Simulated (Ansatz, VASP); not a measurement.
**AlN: VASP beside Ansatz**

```xyz
4
Lattice="3.0733 0.0000 0.0000 -1.5367 2.6616 0.0000 0.0000 0.0000 4.9185" Properties=species:S:1:pos:R:3 pbc="T T T"
Al    0.0000    1.7744   -0.0049
Al    1.5367    0.8872    2.4544
N     0.0000    1.7744    1.8739
N     1.5367    0.8872    4.3332
```

Alike in both runs: task relaxation of the atoms; functional LDA; k mesh 8 × 8 × 6; no spin polarisation.

|  | VASP | Ansatz |
| --- | --- | --- |
| version | VASP 6.6.1 | Ansatz 0.2.0 |
| potentials or method | VASP PAW LDA potentials, release 64 (Al, N), cutoff 520 eV | all-electron LAPW, scalar-relativistic |
| occupations | gaussian, width 0.01 eV | fixed |

```csv
,VASP,Ansatz,Ansatz less VASP
"gap on the k mesh at the Fermi level, each at its own relaxed structure (eV)",4.56,4.55,-0.006
```

LDA's correlation is that of Perdew and Zunger in VASP and of Perdew and Wang (1992) in Ansatz. Ansatz ran all-electron here, and VASP with PAW potentials.
